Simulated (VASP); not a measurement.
# BeTe (F-43m) in VASP: single point with r2SCAN

Aim: the single point of BeTe with r2SCAN.

Everything below comes from runs of VASP 6.6.1. Logs are shortened: lines on timing, memory, paths and dates and some standing lists are left out, and cuts for length are marked.

## Step 1: The cell of the first run

Symmetry: F-43m, No. 216, cubic system. The conventional cell has a = 5.536 Å, b = 5.536 Å, c = 5.536 Å, α = 90.00°, β = 90.00°, γ = 90.00°. Within 3.2 Å of Be (site symmetry -43m) lie 4 Te at 2.40 Å. Te (site symmetry -43m) has 4 Be at 2.40 Å within 3.2 Å.

## Step 2: Single point, r2SCAN

Contents of POSCAR:

```
BeTe
1.0
    0.0000000000      2.7679240000      2.7679240000
    2.7679240000      0.0000000000      2.7679240000
    2.7679240000      2.7679240000      0.0000000000
Be Te
1 1
Direct
    0.0000000000      0.0000000000      0.0000000000
    0.2500000000      0.2500000000      0.2500000000
```

Contents of INCAR.step1:

```
SYSTEM = BeTe
ALGO = Normal ; EDIFF = 1E-4
ENCUT = 520 ; GGA = PE
ISMEAR = 0 ; LASPH = .True.
LCHARG = .False. ; LREAL = .False.
LWAVE = .True. ; NBANDS = 11
NELM = 80 ; PREC = Accurate
SIGMA = 0.0886
```

Contents of INCAR.step2:

```
SYSTEM = BeTe
ALGO = Normal ; EDIFF = 1E-6
ENCUT = 520 ; ISIF = 2
ISMEAR = 0 ; ISTART = 1
LASPH = .True. ; LCHARG = .False.
LMIXTAU = .True. ; LREAL = .False.
LWAVE = .False. ; METAGGA = R2SCAN
NBANDS = 11 ; NELM = 80
PREC = Accurate ; SIGMA = 0.0886
```

Contents of KPOINTS:

```
k-points
0
Gamma
  8 8 8
  0 0 0
```

Potentials or basis: VASP PAW PBE potentials, release 64 (Be, Te).

The run is started by

```sh
$ cat potpaw_PBE.64/Be/POTCAR potpaw_PBE.64/Te/POTCAR > POTCAR
$ cp INCAR.step1 INCAR
$ mpirun -np 1 vasp_std > vasp.out
$ cp INCAR.step2 INCAR
$ mpirun -np 1 vasp_std > vasp.out
```

OUTCAR:

```text
SYSTEM = BeTe
   EDIFF = 1E-6
   ENCUT = 520
   ISIF = 2
   ISMEAR = 0
   ISTART = 1
   LASPH = .True.
   LREAL = .False.
   METAGGA = R2SCAN
   NELM = 80
   PREC = Accurate

 ion  position               nearest neighbor table
   1  0.000  0.000  0.000-   2 2.40   2 2.40   2 2.40   2 2.40
   2  0.250  0.250  0.250-   1 2.40   1 2.40   1 2.40   1 2.40

  LATTYP: Found a face centered cubic cell.
 ALAT       =     5.5358480000

  Lattice vectors:

 A1 = (   0.0000000000,   2.7679240000,   2.7679240000)
 A2 = (   2.7679240000,   0.0000000000,   2.7679240000)
 A3 = (   2.7679240000,   2.7679240000,   0.0000000000)

Analysis of symmetry for initial positions (statically):
=====================================================================
 Subroutine PRICEL returns:
 Original cell was already a primitive cell.

 Routine SETGRP: Setting up the symmetry group for a
 face centered cubic supercell.

 Subroutine GETGRP returns: Found 24 space group operations
 (whereof 24 operations were pure point group operations)
 out of a pool of 48 trial point group operations.

The static configuration has the point symmetry T_d .

Analysis of symmetry for dynamics (positions and initial velocities):
=====================================================================
 Subroutine PRICEL returns:
 Original cell was already a primitive cell.

 Routine SETGRP: Setting up the symmetry group for a
 face centered cubic supercell.

 Subroutine GETGRP returns: Found 24 space group operations
 (whereof 24 operations were pure point group operations)
 out of a pool of 48 trial point group operations.

The dynamic configuration has the point symmetry T_d .

 Subroutine INISYM returns: Found 24 space group operations
 (whereof 24 operations are pure point group operations),
 and found     1 'primitive' translations

----------------------------------------------------------------------------------------

                                     Primitive cell

  volume of cell :      42.4124

  direct lattice vectors                    reciprocal lattice vectors
     0.000000000  2.767924000  2.767924000    -0.180640798  0.180640798  0.180640798
     2.767924000  0.000000000  2.767924000     0.180640798 -0.180640798  0.180640798
     2.767924000  2.767924000  0.000000000     0.180640798  0.180640798 -0.180640798

  length of vectors
     3.914435660  3.914435660  3.914435660     0.312879040  0.312879040  0.312879040

  position of ions in fractional coordinates (direct lattice)
     0.000000000  0.000000000  0.000000000
     0.250000000  0.250000000  0.250000000

  ion indices of the primitive-cell ions
   primitive index   ion index
                 1           1
                 2           2

----------------------------------------------------------------------------------------

 KPOINTS: k-points

Automatic generation of k-mesh.
 Grid dimensions read from file:
 generate k-points for:    8    8    8

 Generating k-lattice:

  Cartesian coordinates                     Fractional coordinates (reciprocal lattice)
    -0.022580100  0.022580100  0.022580100     0.125000000  0.000000000  0.000000000
     0.022580100 -0.022580100  0.022580100     0.000000000  0.125000000  0.000000000
     0.022580100  0.022580100 -0.022580100     0.000000000  0.000000000  0.125000000

  Length of vectors
     0.039109880  0.039109880  0.039109880

  Shift w.r.t. Gamma in fractional coordinates (k-lattice)
     0.000000000  0.000000000  0.000000000

 Subroutine IBZKPT returns following result:
 ===========================================

 Found     29 irreducible k-points:

 Following reciprocal coordinates:
            Coordinates               Weight
  0.000000  0.000000  0.000000      1.000000
  0.125000  0.000000  0.000000      8.000000
  0.250000  0.000000  0.000000      8.000000
  0.375000  0.000000  0.000000      8.000000
  0.500000  0.000000  0.000000      4.000000
  0.125000  0.125000  0.000000      6.000000
[... 16 lines left out ...]
  0.500000  0.250000  0.125000     48.000000
 -0.375000  0.250000  0.125000     24.000000
 [... further k-points ...]
   k-points           NKPTS =     29   k-points in BZ     NKDIM =     29   number of bands    NBANDS=     11
   number of dos      NEDOS =    301   number of ions     NIONS =      2
   total plane-waves  NPLWV =  27000
   dimension x,y,z NGX =    30 NGY =   30 NGZ =   30
   dimension x,y,z NGXF=    60 NGYF=   60 NGZF=   60
   ions per type =               1   1
   NGX,Y,Z   is equivalent  to a cutoff of  12.74, 12.74, 12.74 a.u.
   NGXF,Y,Z  is equivalent  to a cutoff of  25.48, 25.48, 25.48 a.u.
 SYSTEM =  BeTe
   PREC   = accura    normal or accurate (medium, high low for compatibility)
   ISTART =      1    job   : 0-new  1-cont  2-samecut
   ICHARG =      0    charge: 1-file 2-atom 10-const
   ISPIN  =      1    spin polarized calculation?
   LNONCOLLINEAR =      F non collinear calculations
   LSORBIT =      F    spin-orbit coupling
   LASPH  =      T    aspherical Exc in radial PAW
   ENCUT  =  520.0 eV  38.22 Ry    6.18 a.u.   7.28  7.28  7.28*2*pi/ulx,y,z
   NELM   =     80;   NELMIN=  2; NELMDL=  0     # of ELM steps
   EDIFF  = 0.1E-05   stopping-criterion for ELM
   LREAL  =      F    real-space projection
   EDIFFG = 0.1E-04   stopping-criterion for IOM
   NSW    =      0    number of steps for IOM
   IBRION =     -1    ionic relax: 0-MD 1-quasi-New 2-CG
   NFREE  =      0    steps in history (QN), initial steepest desc. (CG)
   ISIF   =      2    stress and relaxation
   ISYM   =      2    0-nonsym 1-usesym 2-fastsym
   POTIM  = 0.5000    time-step for ionic-motion
   TEBEG  =    0.0;   TEEND  =   0.0 temperature during run
   PSTRESS=    0.0 pullay stress
   NELECT =       8.0000    total number of electrons
   NUPDOWN=      -1.0000    fix difference up-down
   EMIN   =  10.00;   EMAX   =-10.00  energy-range for DOS
   EFERMI =   0.00;   METHOD = LEGACY
   ISMEAR =     0;   SIGMA  =   0.09  broadening in eV -4-tet -1-fermi 0-gaus
   EFERMI_NEDOS =   21; number of points for ismear=-14 and -15
   IALGO  =     38    algorithm
   IMIX   =      4    mixing-type and parameters
     AMIX     =   0.40;   BMIX     =  1.00
     AMIX_MAG =   1.60;   BMIX_MAG =  1.00
  volume/ion in A,a.u.               =      21.21       143.11
  Fermi-wavevector in a.u.,A,eV,Ry     =   0.938874  1.774215 11.993324  0.881484
  Thomas-Fermi vector in A             =   2.066130
   LORBIT       =      0    0 simple, 1 ext, 2 COOP (PROOUT), +10 PAW based schemes
   METAGGA = R2SCAN    functional components
   LHFCALC =     F    Hartree Fock is set to
   AEXX    =    0.0000 exact exchange contribution
   IVDW    =     0    specifies the selected vdW correction
   LEPSILON=     F    determine dielectric tensor
   LRPA    =     F    only Hartree local field effects (RPA)
 non-spin polarized calculation
 Gauss-broadening in eV      SIGMA  =   0.09
  energy-cutoff  :      520.00
  volume of cell :       42.41
 maximum number of plane-waves:      1158
 NGX is ok and might be reduce to    30
   NGX = 15   NGY = 15   NGZ = 15

 number of electron       8.0000000 magnetization

 Free energy of the ion-electron system (eV)
  ---------------------------------------------------
  ext. energy  EPLUGINS =         0.00000000
  ---------------------------------------------------
  free energy    TOTEN  =       -30.64402867 eV

  energy without entropy =      -30.64402867  energy(sigma->0) =      -30.64402867

 E-fermi :   5.9899     XC(G=0):  -9.6976

 val. band max:        5.5414213017   @ k =   0.0000   0.0000   0.0000
 cond. band min:       7.7426812275   @ k =   0.5000   0.5000   0.0000
 fundamental gap:      2.2012599259
 Fermi energy:         5.9899189923

 k-point     1 :       0.0000    0.0000    0.0000
  band No.  band energies     occupation
      1      -7.6198      2.00000
      2       5.5414      2.00000
      3       5.5414      2.00000
      4       5.5414      2.00000
      5       9.4977      0.00000
      6       9.4977      0.00000
      7       9.4977      0.00000
      8      10.4681      0.00000
      9      14.6748      0.00000
     10      16.3869      0.00000
     11      16.3869      0.00000

 k-point     2 :       0.1250    0.0000    0.0000
  band No.  band energies     occupation
      1      -7.4506      2.00000
      2       4.1393      2.00000
      3       5.2769      2.00000
      4       5.2769      2.00000
      5       9.6322      0.00000
      6       9.8831      0.00000
      7       9.8831      0.00000
      8      11.6234      0.00000
      9      15.1308      0.00000
     10      15.4301      0.00000
     11      15.4301      0.00000

 k-point     3 :       0.2500    0.0000    0.0000
  band No.  band energies     occupation
      1      -6.9795      2.00000
      2       1.9326      2.00000
      3       4.7858      2.00000
      4       4.7858      2.00000
      5       9.4610      0.00000
      6      10.4594      0.00000
      7      10.4594      0.00000
      8      13.5433      0.00000
      9      15.1611      0.00000
     10      15.1611      0.00000
     11      15.4597      0.00000

 k-point     4 :       0.3750    0.0000    0.0000
  band No.  band energies     occupation
      1      -6.3667      2.00000
      2       0.1520      2.00000
      3       4.4092      2.00000
      4       4.4092      2.00000
      5       9.2981      0.00000
      6      10.5686      0.00000
      7      10.5687      0.00000
      8      14.0961      0.00000
      9      16.3697      0.00000
     10      16.3697      0.00000
     11      16.4279      0.00000
[... 239 lines left out ...]
 k-point    22 :       0.3750    0.2500    0.1250
  band No.  band energies     occupation
      1      -6.5863      2.00000
      2       1.6778      2.00000
      3       3.0326      2.00000
      4       4.1769      2.00000
      5       9.5181      0.00000
      6      11.0929      0.00000
      7      11.3624      0.00000
      8      12.5115      0.00000
      9      15.4525      0.00000
     10      17.1763      0.00000
     11      17.7096      0.00000

 k-point    23 :       0.5000    0.2500    0.1250
  band No.  band energies     occupation
      1      -6.0359      2.00000
      2       0.4662      2.00000
      3       2.4567      2.00000
      4       3.6626      2.00000
      5      10.0180      0.00000
      6      10.7443      0.00000
      7      12.1032      0.00000
      8      13.1707      0.00000
      9      16.2990      0.00000
     10      16.8089      0.00000
     11      18.8455      0.00000

 k-point    24 :      -0.3750    0.2500    0.1250
  band No.  band energies     occupation
      1      -5.7505      2.00000
      2      -0.1138      2.00000
      3       2.3468      2.00000
      4       3.4100      2.00000
      5      10.1858      0.00000
      6      10.4175      0.00000
      7      12.9890      0.00000
      8      14.1430      0.00000
      9      14.7061      0.00000
     10      18.0100      0.00000
     11      18.4583      0.00000

 [... further k-points ...]

------------------------ aborting loop because EDIFF is reached ----------------------------------------

  FORCE on cell =-STRESS in cart. coord.  units (eV):
  Direction    XX          YY          ZZ          XY          YZ          ZX
  --------------------------------------------------------------------------------------
  -------------------------------------------------------------------------------------
  Total        1.2213896      1.2213896      1.2213896      0.0000000      0.0000000      0.0000000
  in kB       46.1394418     46.1394418     46.1394418      0.0000000      0.0000000      0.0000000
  external PRESSURE =      46.1394418 kB  Pullay stress =       0.0000000 kB

 VOLUME and BASIS-vectors are now :
 -----------------------------------------------------------------------------
  energy-cutoff  :      520.00
  volume of cell :       42.41
      direct lattice vectors                 reciprocal lattice vectors
     0.000000000  2.767924000  2.767924000    -0.180640798  0.180640798  0.180640798
     2.767924000  0.000000000  2.767924000     0.180640798 -0.180640798  0.180640798
     2.767924000  2.767924000  0.000000000     0.180640798  0.180640798 -0.180640798

 POSITION                                       TOTAL-FORCE (eV/Angst)
 -----------------------------------------------------------------------------------
      0.00000      0.00000      0.00000         0.000000     -0.000000     -0.000000
      1.38396      1.38396      1.38396        -0.000000      0.000000      0.000000
 -----------------------------------------------------------------------------------
    total drift:                                0.000000      0.000000      0.000000

  FREE ENERGIE OF THE ION-ELECTRON SYSTEM (eV)
  ---------------------------------------------------
  free  energy   TOTEN  =       -30.6440286722 eV

  energy  without entropy=      -30.6440286722  energy(sigma->0) =      -30.64402867
```

Wall time 1.9 min (1 thread of AMD EPYC 7R13, shared host); peak memory 0.15 GiB.

Results:

* Free energy: -30.6440 eV
* Pressure: 4.6 GPa
* Band gap on the k mesh: 2.20 eV, indirect (least direct gap 3.96 eV)

Caveat: the PAW data sets were made with another functional, which shifts forces and pressure a little; spin-orbit coupling is left out, which moves the levels of the heavy elements. r2SCAN opens gaps a little over a GGA but as a rule still falls short of measured ones.
